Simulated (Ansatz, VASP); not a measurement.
## Two plane-wave programs on BP

```
CELL_PARAMETERS angstrom
0.00000 2.22268 2.22268
2.22268 0.00000 2.22268
2.22268 2.22268 0.00000
ATOMIC_POSITIONS crystal
P 0.75000 0.75000 0.75000
B 0.00000 0.00000 0.00000
```

Alike in both runs: task single point; functional r2SCAN; k mesh 10 × 10 × 10; occupations fermi-dirac, width 0.05 eV; no spin polarisation.

|  | VASP | Ansatz |
| --- | --- | --- |
| version | VASP 6.6.1 | Ansatz 0.2.0 |
| potentials or method | VASP PAW PBE potentials, release 64 (P, B) | Ansatz PAW |
| plane-wave cutoff (eV) | 520 | 500 |
| valence electrons in the cell | 8 | 8 |

Ansatz gave:

- gap on the k mesh at the Fermi level (eV): 1.33
- least direct gap on the mesh (eV): 3.70
- pressure (GPa): 11.6

Problem. What did VASP give for the same quantities?

Solution. gap on the k mesh at the Fermi level (eV): 1.36; least direct gap on the mesh (eV): 3.74; pressure (GPa): 11.0.

VASP's potentials were made for PBE, not for r2SCAN. The functional is the same, so the differences come from potentials, cutoffs and numerics.
